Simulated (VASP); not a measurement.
# HfSiO4 (P2_1/m) in VASP: a series of runs

HfSiO4 is run at these levels: r2SCAN, PBE; tasks: single point.

Program: VASP 6.6.1. These are calculated values, not measurements. Logs are shortened: lines on timing, memory, paths and dates and some standing lists are left out, and cuts for length are marked.

## Step 1: The cell of the first run

It takes space group P2_1/m (No. 11, monoclinic). The conventional cell has a = 5.351 Å, b = 3.580 Å, c = 6.809 Å, α = 90.00°, β = 101.72°, γ = 90.00°. Within 2.5 Å of Hf (site symmetry m) lie 7 O at 1.92 to 2.42 Å. Within 2.2 Å of O (site symmetry m) lie 1 Si at 1.69 Å. O (site symmetry m) has 1 Si at 1.71 Å and 2 Hf at 2.03 Å and 2 O at 2.27 Å within 2.3 Å. O (site symmetry m) has 1 Si at 1.63 Å and 1 Hf at 1.92 Å within 2.2 Å. Within 2.4 Å of O (site symmetry m) lie 2 Si at 1.82 Å and 1 Hf at 2.17 Å and 2 O at 2.27 Å. Within 2.2 Å of Si (site symmetry m) lie 5 O at 1.63 to 1.82 Å.

## Step 2: Single point, r2SCAN

POSCAR

```
HfSiO4
1.0
    5.3252170150      0.0000000000      0.5257493608
    0.0000000000      3.5800380744      0.0000000000
    0.7210438904      0.0000000000      6.7706105221
Hf O Si
2 8 2
Direct
    0.2664605619      0.2500000000      0.1911761991
    0.7335394381      0.7500000000      0.8088238009
    0.4240533042      0.2500000000      0.8586256727
    0.5759466958      0.7500000000      0.1413743273
    0.1007539931      0.7500000000      0.1576663047
    0.8992460069      0.2500000000      0.8423336953
    0.2963323615      0.2500000000      0.4673339018
    0.7036676385      0.7500000000      0.5326660982
    0.1462864297      0.7500000000      0.7248033332
    0.8537135703      0.2500000000      0.2751966668
    0.2066312141      0.2500000000      0.7105496247
    0.7933687859      0.7500000000      0.2894503753
```

INCAR.step1

```
SYSTEM = HfSiO4
PREC = Accurate ; ENCUT = 520
ISMEAR = -1 ; SIGMA = 0.02
LREAL = .FALSE. ; LASPH = .TRUE.
NELM = 100 ; NBANDS = 50
GGA = PE ; ALGO = Normal
EDIFF = 1E-4 ; LWAVE = .TRUE.
LCHARG = .FALSE.
```

INCAR.step2

```
SYSTEM = HfSiO4
PREC = Accurate ; ENCUT = 520
EDIFF = 1E-6 ; ISMEAR = -1
SIGMA = 0.02 ; LREAL = .FALSE.
LASPH = .TRUE. ; NELM = 100
ALGO = Normal ; ISIF = 2
LWAVE = .FALSE. ; LCHARG = .FALSE.
METAGGA = R2SCAN ; LMIXTAU = .TRUE.
NBANDS = 50 ; ISTART = 1
```

KPOINTS

```
Automatic mesh
0
G
  4 6 4
  0 0 0
```

Potentials or basis: VASP PAW PBE potentials, release 64 (Hf_pv, O, Si).

Command:

```console
> cat potpaw_PBE.64/Hf_pv/POTCAR potpaw_PBE.64/O/POTCAR potpaw_PBE.64/Si/POTCAR > POTCAR
> cp INCAR.step1 INCAR
> mpirun -np 1 vasp_std > vasp.out
> cp INCAR.step2 INCAR
> mpirun -np 1 vasp_std > vasp.out
```

OUTCAR:

```text
SYSTEM = HfSiO4
   PREC = Accurate
   ENCUT = 520
   EDIFF = 1E-6
   ISMEAR = -1
   LREAL = .FALSE.
   LASPH = .TRUE.
   NELM = 100
   ISIF = 2
   METAGGA = R2SCAN
   ISTART = 1

 ion  position               nearest neighbor table
   1  0.266  0.250  0.191-   7 1.92   5 2.03   5 2.03  10 2.17   3 2.25   4 2.42   4 2.42  12 3.06
                            12 3.06  11 3.35  11 3.49   2 3.69   2 3.69
   2  0.734  0.750  0.809-   8 1.92   6 2.03   6 2.03   9 2.17   4 2.25   3 2.42   3 2.42  11 3.06
                            11 3.06  12 3.35  12 3.49   1 3.69   1 3.69
   3  0.424  0.250  0.859-  11 1.69   1 2.25   2 2.42   2 2.42
   4  0.576  0.750  0.141-  12 1.69   2 2.25   1 2.42   1 2.42
   5  0.101  0.750  0.158-  12 1.71   1 2.03   1 2.03
   6  0.899  0.250  0.842-  11 1.71   2 2.03   2 2.03
   7  0.296  0.250  0.467-  11 1.63   1 1.92
   8  0.704  0.750  0.533-  12 1.63   2 1.92
   9  0.146  0.750  0.725-  11 1.82  11 1.82   2 2.17
  10  0.854  0.250  0.275-  12 1.82  12 1.82   1 2.17
  11  0.207  0.250  0.711-   7 1.63   3 1.69   6 1.71   9 1.82   9 1.82   2 3.06   2 3.06   1 3.35
                             1 3.49
  12  0.793  0.750  0.289-   8 1.63   4 1.69   5 1.71  10 1.82  10 1.82   1 3.06   1 3.06   2 3.35
                             2 3.49

  LATTYP: Found a simple monoclinic cell.
 ALAT       =     5.3511072356
 B/A-ratio  =     0.6690275333
 C/A-ratio  =     1.2724275874
 COS(beta)  =    -0.2030830767

  Lattice vectors:

 A1 = (   5.3252170150,   0.0000000000,   0.5257493608)
 A2 = (   0.0000000000,  -3.5800380744,   0.0000000000)
 A3 = (  -0.7210438904,   0.0000000000,  -6.7706105221)

Analysis of symmetry for initial positions (statically):
=====================================================================
 Subroutine PRICEL returns:
 Original cell was already a primitive cell.

 Routine SETGRP: Setting up the symmetry group for a
 simple monoclinic supercell.

 Subroutine GETGRP returns: Found  4 space group operations
 (whereof  2 operations were pure point group operations)
 out of a pool of  4 trial point group operations.

The static configuration has the point symmetry S_2 .
 The point group associated with its full space group is C_2h.

Analysis of symmetry for dynamics (positions and initial velocities):
=====================================================================
 Subroutine PRICEL returns:
 Original cell was already a primitive cell.

 Routine SETGRP: Setting up the symmetry group for a
 simple monoclinic supercell.

 Subroutine GETGRP returns: Found  4 space group operations
 (whereof  2 operations were pure point group operations)
 out of a pool of  4 trial point group operations.

The dynamic configuration has the point symmetry S_2 .
 The point group associated with its full space group is C_2h.

 Subroutine INISYM returns: Found  4 space group operations
 (whereof  2 operations are pure point group operations),
 and found     1 'primitive' translations

----------------------------------------------------------------------------------------

                                     Primitive cell

  volume of cell :     127.7210

  direct lattice vectors                    reciprocal lattice vectors
     5.325217015  0.000000000  0.525749361     0.189781167  0.000000000 -0.020210962
     0.000000000  3.580038074  0.000000000     0.000000000  0.279326638  0.000000000
     0.721043890  0.000000000  6.770610522    -0.014736829  0.000000000  0.149266583

  length of vectors
     5.351107236  3.580038074  6.808896470     0.190854328  0.279326638  0.149992290

  position of ions in fractional coordinates (direct lattice)
     0.266460562  0.250000000  0.191176199
     0.733539438  0.750000000  0.808823801
     0.424053304  0.250000000  0.858625673
     0.575946696  0.750000000  0.141374327
     0.100753993  0.750000000  0.157666305
     0.899246007  0.250000000  0.842333695
     0.296332361  0.250000000  0.467333902
     0.703667639  0.750000000  0.532666098
     0.146286430  0.750000000  0.724803333
     0.853713570  0.250000000  0.275196667
     0.206631214  0.250000000  0.710549625
     0.793368786  0.750000000  0.289450375

  ion indices of the primitive-cell ions
   primitive index   ion index
                 1           1
                 2           2
                 3           3
                 4           4
                 5           5
                 6           6
                 7           7
                 8           8
                 9           9
                10          10
                11          11
                12          12

----------------------------------------------------------------------------------------

 KPOINTS: Automatic mesh

Automatic generation of k-mesh.
 Grid dimensions read from file:
 generate k-points for:    4    6    4

 Generating k-lattice:

  Cartesian coordinates                     Fractional coordinates (reciprocal lattice)
     0.047445292  0.000000000 -0.005052740     0.250000000  0.000000000  0.000000000
     0.000000000  0.046554440  0.000000000     0.000000000  0.166666667  0.000000000
    -0.003684207  0.000000000  0.037316646     0.000000000  0.000000000  0.250000000

  Length of vectors
     0.047713582  0.046554440  0.037498072

  Shift w.r.t. Gamma in fractional coordinates (k-lattice)
     0.000000000  0.000000000  0.000000000

 Subroutine IBZKPT returns following result:
 ===========================================

 Found     40 irreducible k-points:

 Following reciprocal coordinates:
            Coordinates               Weight
  0.000000  0.000000  0.000000      1.000000
  0.250000  0.000000  0.000000      2.000000
  0.500000  0.000000  0.000000      1.000000
  0.000000  0.166667  0.000000      2.000000
  0.250000  0.166667  0.000000      4.000000
  0.500000  0.166667  0.000000      2.000000
[... 16 lines left out ...]
  0.500000  0.333333  0.250000      4.000000
 -0.250000  0.333333  0.250000      4.000000
 [... further k-points ...]
   k-points           NKPTS =     40   k-points in BZ     NKDIM =     40   number of bands    NBANDS=     50
   number of dos      NEDOS =    301   number of ions     NIONS =     12
   total plane-waves  NPLWV =  60480
   dimension x,y,z NGX =    40 NGY =   28 NGZ =   54
   dimension x,y,z NGXF=    80 NGYF=   56 NGZF=  108
   ions per type =               2   8   2
   NGX,Y,Z   is equivalent  to a cutoff of  12.43, 13.00, 13.18 a.u.
   NGXF,Y,Z  is equivalent  to a cutoff of  24.85, 26.00, 26.37 a.u.
 SYSTEM =  HfSiO4
   PREC   = accura    normal or accurate (medium, high low for compatibility)
   ISTART =      1    job   : 0-new  1-cont  2-samecut
   ICHARG =      0    charge: 1-file 2-atom 10-const
   ISPIN  =      1    spin polarized calculation?
   LNONCOLLINEAR =      F non collinear calculations
   LSORBIT =      F    spin-orbit coupling
   LASPH  =      T    aspherical Exc in radial PAW
   ENCUT  =  520.0 eV  38.22 Ry    6.18 a.u.   9.95  6.66 12.66*2*pi/ulx,y,z
   NELM   =    100;   NELMIN=  2; NELMDL=  0     # of ELM steps
   EDIFF  = 0.1E-05   stopping-criterion for ELM
   LREAL  =      F    real-space projection
   EDIFFG = 0.1E-04   stopping-criterion for IOM
   NSW    =      0    number of steps for IOM
   IBRION =     -1    ionic relax: 0-MD 1-quasi-New 2-CG
   NFREE  =      0    steps in history (QN), initial steepest desc. (CG)
   ISIF   =      2    stress and relaxation
   ISYM   =      2    0-nonsym 1-usesym 2-fastsym
   POTIM  = 0.5000    time-step for ionic-motion
   TEBEG  =    0.0;   TEEND  =   0.0 temperature during run
   PSTRESS=    0.0 pullay stress
   NELECT =      76.0000    total number of electrons
   NUPDOWN=      -1.0000    fix difference up-down
   EMIN   =  10.00;   EMAX   =-10.00  energy-range for DOS
   EFERMI =   0.00;   METHOD = LEGACY
   ISMEAR =    -1;   SIGMA  =   0.02  broadening in eV -4-tet -1-fermi 0-gaus
   EFERMI_NEDOS =   21; number of points for ismear=-14 and -15
   IALGO  =     38    algorithm
   IMIX   =      4    mixing-type and parameters
     AMIX     =   0.40;   BMIX     =  1.00
     AMIX_MAG =   1.60;   BMIX_MAG =  1.00
  volume/ion in A,a.u.               =      10.64        71.83
  Fermi-wavevector in a.u.,A,eV,Ry     =   1.376972  2.602101 25.797368  1.896053
  Thomas-Fermi vector in A             =   2.502168
   LORBIT       =      0    0 simple, 1 ext, 2 COOP (PROOUT), +10 PAW based schemes
   METAGGA = R2SCAN    functional components
   LHFCALC =     F    Hartree Fock is set to
   AEXX    =    0.0000 exact exchange contribution
   IVDW    =     0    specifies the selected vdW correction
   LEPSILON=     F    determine dielectric tensor
   LRPA    =     F    only Hartree local field effects (RPA)
 non-spin polarized calculation
  energy-cutoff  :      520.00
  volume of cell :      127.72
 maximum number of plane-waves:      3466
   NGX = 19   NGY = 13   NGZ = 25

 number of electron      76.0000029 magnetization

 Free energy of the ion-electron system (eV)
  ---------------------------------------------------
  ext. energy  EPLUGINS =         0.00000000
  ---------------------------------------------------
  free energy    TOTEN  =      -194.95113096 eV

  energy without entropy =     -194.95113096  energy(sigma->0) =     -194.95113096

 E-fermi :   4.0584     XC(G=0): -11.7975

 val. band max:        3.6040380254   @ k =   0.0000   0.3333   0.5000
 cond. band min:       8.7898024411   @ k =   0.0000   0.0000   0.0000
 fundamental gap:      5.1857644157
 Fermi energy:         4.0584090881

 k-point     1 :       0.0000    0.0000    0.0000
  band No.  band energies     occupation
      1     -27.1256      2.00000
      2     -27.1231      2.00000
      3     -27.0927      2.00000
      4     -26.9919      2.00000
      5     -26.8976      2.00000
      6     -26.8790      2.00000
[... 42 lines left out ...]
     49      13.0287      0.00000
     50      13.6909      0.00000
[... 1217 lines left out ...]
     49      13.0812      0.00000
     50      13.6650      0.00000

 [... further k-points ...]
[... 5 lines left out ...]
  --------------------------------------------------------------------------------------
  -------------------------------------------------------------------------------------
  Total       -1.0026106     -1.5064148     -1.1350845      0.0000000      0.0000000      0.0304610
  in kB      -12.5770998    -18.8969966    -14.2388994      0.0000000      0.0000000      0.3821141
  external PRESSURE =     -15.2376652 kB  Pullay stress =       0.0000000 kB

 VOLUME and BASIS-vectors are now :
 -----------------------------------------------------------------------------
  energy-cutoff  :      520.00
  volume of cell :      127.72
      direct lattice vectors                 reciprocal lattice vectors
     5.325217015  0.000000000  0.525749361     0.189781167  0.000000000 -0.020210962
     0.000000000  3.580038074  0.000000000     0.000000000  0.279326638  0.000000000
     0.721043890  0.000000000  6.770610522    -0.014736829  0.000000000  0.149266583

 POSITION                                       TOTAL-FORCE (eV/Angst)
 -----------------------------------------------------------------------------------
      1.55681      0.89501      1.43447        -0.084096      0.000000      0.052839
      4.48945      2.68503      5.86189         0.084096     -0.000000     -0.052839
      2.87728      0.89501      6.03637         0.089156     -0.000000      0.127989
      3.16898      2.68503      1.25999        -0.089156     -0.000000     -0.127989
      0.65022      2.68503      1.12047         0.179159     -0.000000      0.042271
      5.39604      0.89501      6.17589        -0.179159     -0.000000     -0.042271
      1.91500      0.89501      3.31993        -0.037787      0.000000     -0.269439
      4.13126      2.68503      3.97643         0.037787     -0.000000      0.269439
      1.30162      2.68503      4.98427        -0.111787     -0.000000      0.029855
      4.74464      0.89501      2.31209         0.111787     -0.000000     -0.029855
      1.61269      0.89501      4.91949        -0.015096      0.000000     -0.013418
      4.43357      2.68503      2.37687         0.015096     -0.000000      0.013418
 -----------------------------------------------------------------------------------
    total drift:                               -0.000000      0.000000      0.000000

  FREE ENERGIE OF THE ION-ELECTRON SYSTEM (eV)
  ---------------------------------------------------
  free  energy   TOTEN  =      -194.9511309647 eV

  energy  without entropy=     -194.9511309647  energy(sigma->0) =     -194.95113096
```

It took 23 min on 1 thread of Oxide Virtual Turin-like, shared host; peak memory 0.34 GiB.

Results:

| Item | Value |
| --- | --- |
| Free energy | -194.9511 eV |
| Pressure | -1.5 GPa |
| Largest force | 0.272 eV/Å |
| Band gap on the k mesh | 5.19 eV, indirect (least direct gap 5.38 eV) |

Forces in eV/Å, atoms in the order of the input:
```
Hf  -0.084  0.000  0.053
Hf   0.084  0.000 -0.053
O    0.089  0.000  0.128
O   -0.089  0.000 -0.128
O    0.179  0.000  0.042
O   -0.179  0.000 -0.042
O   -0.038  0.000 -0.269
O    0.038  0.000  0.269
O   -0.112  0.000  0.030
O    0.112  0.000 -0.030
Si  -0.015  0.000 -0.013
Si   0.015  0.000  0.013
```

Levels at points of the mesh, in eV from the valence-band top:
```csv
k point,band 34,band 35,band 36,band 37,band 38,band 39,band 40,band 41,band 42,band 43
"(0.00, 0.00, 0.00)",-1.11,-1.02,-0.89,-0.80,-0.54,5.19,5.69,5.83,5.96,6.30
"(0.50, 0.00, 0.00)",-1.63,-1.49,-0.94,-0.70,-0.20,5.69,5.75,5.92,6.04,6.81
"(0.00, 0.50, 0.00)",-1.66,-1.24,-1.24,-0.28,-0.28,5.70,5.70,6.34,6.34,6.45
"(0.50, 0.50, 0.00)",-1.62,-1.02,-1.02,-0.30,-0.30,5.62,5.62,6.40,6.40,6.98
"(0.00, 0.00, 0.50)",-1.16,-1.12,-0.82,-0.74,-0.67,5.59,5.71,5.73,5.89,6.16
"(0.50, 0.00, 0.50)",-1.69,-1.42,-0.81,-0.51,-0.33,5.56,5.70,5.96,6.01,6.89
"(0.00, 0.50, 0.50)",-2.01,-1.21,-1.21,-0.01,-0.01,5.53,5.53,6.40,6.41,6.72
"(0.50, 0.50, 0.50)",-1.69,-1.15,-1.15,-0.04,-0.04,5.63,5.63,6.21,6.21,7.07
```

Caveat: the PAW data sets were made with another functional, which shifts forces and pressure a little; spin-orbit coupling is left out, which moves the levels of the heavy elements. A k mesh can miss the band edges.

## Step 3: Single point, PBE

INCAR

```
SYSTEM = HfSiO4
ALGO     = Normal         ! electronic algorithm
EDIFF    = 1E-6           ! SCF threshold, eV
ENCUT    = 520            ! plane-wave cutoff, eV
GGA      = PE             ! functional
ISIF     = 2              ! what is computed and relaxed
ISMEAR   = -1             ! smearing method
LASPH    = .True.         ! aspherical terms in the spheres
LCHARG   = .False.        ! write CHGCAR
LREAL    = .False.        ! projectors in reciprocal space
LWAVE    = .False.        ! write WAVECAR
NBANDS   = 50             ! bands
NELM     = 60             ! most SCF steps
PREC     = Accurate       ! precision mode
SIGMA    = 0.02           ! smearing width, eV
```

KPOINTS

```
k-points
0
Gamma
  6 8 4
  0 0 0
```

POSCAR is that of step 2.

Potentials or basis: VASP PAW PBE potentials, release 64 (Hf_pv, O, Si).

Command:

```console
> cat potpaw_PBE.64/Hf_pv/POTCAR potpaw_PBE.64/O/POTCAR potpaw_PBE.64/Si/POTCAR > POTCAR
> mpirun -np 1 vasp_std > vasp.out
```

Run time: 11 min. Hardware: 1 thread of Oxide Virtual Turin-like, shared host; peak memory 0.44 GiB.

Results (log left out):

| Quantity | Value |
| --- | --- |
| Free energy | -106.1512 eV |
| Pressure | 5.1 GPa |
| Largest force | 0.380 eV/Å |
| Band gap on the k mesh | 4.64 eV, indirect (least direct gap 4.81 eV) |

Forces in eV/Å, atoms in the order of the input:
```
Hf   0.047  0.000 -0.029
Hf  -0.047  0.000  0.029
O    0.286  0.000  0.243
O   -0.286  0.000 -0.243
O    0.255  0.000 -0.127
O   -0.255  0.000  0.127
O    0.080  0.000 -0.372
O   -0.080  0.000  0.372
O   -0.101  0.000  0.020
O    0.101  0.000 -0.020
Si   0.025  0.000  0.008
Si  -0.025  0.000 -0.008
```

Stress tensor (GPa, compression positive):
```
4.89 0.00 0.02
0.00 4.85 0.00
0.02 0.00 5.43
```

Levels at points of the mesh, in eV from the valence-band top:
```csv
k point,band 35,band 36,band 37,band 38,band 39,band 40,band 41,band 42
"(0.00, 0.00, 0.00)",-1.02,-0.88,-0.79,-0.54,4.64,5.08,5.30,5.44
"(0.50, 0.00, 0.00)",-1.49,-0.93,-0.70,-0.20,5.16,5.22,5.40,5.52
"(0.00, 0.50, 0.00)",-1.23,-1.23,-0.31,-0.31,5.19,5.19,5.78,5.78
"(0.50, 0.50, 0.00)",-1.01,-1.01,-0.32,-0.32,5.09,5.09,5.86,5.86
"(0.00, 0.00, 0.50)",-1.12,-0.81,-0.74,-0.67,5.06,5.16,5.20,5.36
"(0.50, 0.00, 0.50)",-1.41,-0.81,-0.50,-0.33,5.02,5.17,5.41,5.48
"(0.00, 0.50, 0.50)",-1.21,-1.21,-0.03,-0.03,5.00,5.00,5.85,5.85
"(0.50, 0.50, 0.50)",-1.14,-1.14,-0.06,-0.06,5.11,5.11,5.66,5.66
```

Caveat: spin-orbit coupling is left out, which moves the levels of the heavy elements. A k mesh can miss the band edges.
